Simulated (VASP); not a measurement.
Set up this calculation in VASP 6.6.1, as the native input.

- Task: single point
- Functional: PBE
- Potentials or basis: VASP PAW PBE potentials, release 64 (Cu)
- Cutoff: 520 eV
- k mesh: 22 × 22 × 22
- Occupations: gaussian, width 0.15 eV
- Spin: no spin polarisation
- Dipole correction: no
- Further INCAR settings: ALGO = Normal; EDIFF = 1e-06; NBANDS = 12

The structure of Cu lies in POSCAR:

```
Cu
1.0
    0.0000000000      1.8978750000      1.7623125000
    1.8978750000      0.0000000000      1.7623125000
    1.8978750000      1.8978750000      0.0000000000
Cu
1
Direct
    0.0000000000      0.0000000000      0.0000000000
```

This cell differs from its parent crystal: strain +0.050 along x and y, -0.025 along z.

These files were run (other wordings do the same):

INCAR

```
ALGO = Normal
EDIFF = 1E-6
ENCUT = 520
GGA = PE
ISIF = 2
ISMEAR = 0
LASPH = T
LCHARG = F
LREAL = F
LWAVE = F
NBANDS = 12
NELM = 60
PREC = Accurate
SIGMA = 0.15
```

KPOINTS

```
k-points
0
Gamma
  22 22 22
```

Potentials or basis: VASP PAW PBE potentials, release 64 (Cu).

The run is started by

```console
$ cat potpaw_PBE.64/Cu/POTCAR > POTCAR
$ mpirun -np 1 vasp_std > vasp.out
```

Results of the run:

```json
{
  "Pressure": "-6.6 GPa",
  "Band gap on the k mesh": "zero (an odd number of electrons rules out a gap without spin polarisation)"
}
```

Caveat: the cell differs from its parent crystal (strain +0.050 along x and y, -0.025 along z); the cell stands under tension.

Wall time 54 s on 1 thread of AMD EPYC 9R45 96-Core Processor (Zen 5), on a shared host, peak memory 0.2 GiB.
